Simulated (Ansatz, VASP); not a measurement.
## One calculation of Cs3SiF6, two programs

POSCAR

```
Cs3SiF6
1.0
    0.0000000000      4.7789780000      4.7789780000
    4.7789780000      0.0000000000      4.7789780000
    4.7789780000      4.7789780000      0.0000000000
Cs Si F
3 1 6
Direct
    0.7500000000      0.7500000000      0.7500000000
    0.2500000000      0.2500000000      0.2500000000
    0.0000000000      0.0000000000      0.0000000000
    0.5000000000      0.5000000000      0.5000000000
    0.2965000000      0.7035000000      0.7035000000
    0.7035000000      0.2965000000      0.7035000000
    0.7035000000      0.2965000000      0.2965000000
    0.2965000000      0.7035000000      0.2965000000
    0.7035000000      0.7035000000      0.2965000000
    0.2965000000      0.2965000000      0.7035000000
```

The input INCAR.step1:

```
SYSTEM = Cs3SiF6
PREC = Accurate ; ENCUT = 520
ISMEAR = 0 ; SIGMA = 0.0188
LREAL = .False. ; LASPH = .True.
NELM = 100 ; NBANDS = 48
GGA = PE ; ALGO = Normal
EDIFF = 1E-4 ; LWAVE = .True.
LCHARG = .False.
```

Contents of INCAR.step2:

```
SYSTEM = Cs3SiF6
PREC = Accurate ; ENCUT = 520
EDIFF = 1E-6 ; ISMEAR = 0
SIGMA = 0.0188 ; LREAL = .False.
LASPH = .True. ; NELM = 100
ALGO = Normal ; ISIF = 2
LWAVE = .False. ; LCHARG = .False.
METAGGA = R2SCAN ; LMIXTAU = .True.
NBANDS = 48 ; ISTART = 1
```

The input KPOINTS:

```
Automatic mesh
0
Gamma
  5 5 5
  0 0 0
```

Input for Ansatz:

```yaml
crystal:
  lattice:
    - [0.0, 4.778978, 4.778978]
    - [4.778978, 0.0, 4.778978]
    - [4.778978, 4.778978, 0.0]
  atoms:
    - { symbol: Cs, position: [0.75, 0.75, 0.75] }
    - { symbol: Cs, position: [0.25, 0.25, 0.25] }
    - { symbol: Cs, position: [0.0, 0.0, 0.0] }
    - { symbol: Si, position: [0.5, 0.5, 0.5] }
    - { symbol: F, position: [0.2965, 0.7035, 0.7035] }
    - { symbol: F, position: [0.7035, 0.2965, 0.7035] }
    - { symbol: F, position: [0.7035, 0.2965, 0.2965] }
    - { symbol: F, position: [0.2965, 0.7035, 0.2965] }
    - { symbol: F, position: [0.7035, 0.7035, 0.2965] }
    - { symbol: F, position: [0.2965, 0.2965, 0.7035] }
  symmetry: { tolerance: 0.0003 }
kpoints:
  mp_grid: { grid: [5, 5, 5], shift: [0, 0, 0] }
  band_path:
    path:
      - [0.0, 0.0, 0.0]
      - [0.5, 0.0, 0.5]
      - [0.625, 0.25, 0.625]
      - [0.375, 0.375, 0.75]
      - [0.0, 0.0, 0.0]
      - [0.5, 0.5, 0.5]
      - [0.5, 0.25, 0.75]
      - [0.5, 0.0, 0.5]
    npoints: 8
magnetization:
  spin_polarized: false
scf:
  occupations: { method: gaussian, width: 0.0188 }
  lower_state_search: "off"
  max_iter: 200
hamiltonian:
  pseudopotentials: { kind: paw }
  xc: r2scan
basis:
  ecutwfc: 500
  fft_grid_basis: typed
output:
  forces: true
  stress: true
  eigenvalues: true
  bader: true
  populations: true
  elf: true
  write_potential: true
  volumetric_format: npy
  dos:
    e_range: [-12, 8]
    de: 0.05
    projected: { site_lists: { Cs: [Cs], F: [F], Si: [Si] } }
checkpoint:
  read: saved_state
```

Alike in both runs: task single point; functional r2SCAN; k mesh 5 × 5 × 5; occupations gaussian, width 0.0188 eV; no spin polarisation.

|  | VASP | Ansatz |
| --- | --- | --- |
| version | VASP 6.6.1 | Ansatz 0.2.0 |
| potentials or method | VASP PAW PBE potentials, release 64 (Cs_sv, Si, F), cutoff 520 eV | PAW plane waves |
| valence electrons in the cell | 73 | 73 |

```csv
,VASP,Ansatz,Ansatz less VASP
pressure (GPa),-2.6,-2.6,-0.03
rms of the force components (eV/Å),0.403,0.428,+0.0241
```

VASP's potentials were made for PBE, not for r2SCAN. Atom by atom the forces differ by 0.024 eV/Å (rms over components).

Neither program's run includes spin-orbit coupling.
